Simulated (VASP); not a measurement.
Here is a VASP 6.6.1 calculation.

The input INCAR:

```
SYSTEM = Te
PREC = Accurate
ENCUT = 520
EDIFF = 1E-6
ISMEAR = -1
SIGMA = 0.1
LREAL = .False.
LASPH = .True.
NELM = 80
ALGO = Normal
ISIF = 2
LWAVE = .False.
LCHARG = .False.
GGA = PE
NBANDS = 13
```

KPOINTS

```
regular mesh
0
Gamma
  10 10 10
  0 0 0
```

POSCAR

```
Te
1.0
    0.0000000000      3.1594918128      3.1594918128
    3.1594918128      0.0000000000      3.1594918128
    3.1594918128      3.1594918128      0.0000000000
Te
2
Direct
   -0.1250000000     -0.1250000000     -0.1250000000
    0.1250000000      0.1250000000      0.1250000000
```

Potentials or basis: VASP PAW PBE potentials, release 64 (Te).

Command:

```console
$ cat potpaw_PBE.64/Te/POTCAR > POTCAR
$ mpirun -np 1 vasp_std > vasp.out
```

(1) Predict the band gap on the k mesh.

(2) Estimate the pressure.

Answers

(1) zero (bands 6 and 7 overlap by 2.02 eV).

(2) 23.3 GPa.

Caveat: the cell stands under pressure; spin-orbit coupling is left out, which moves the levels of the heavy elements.
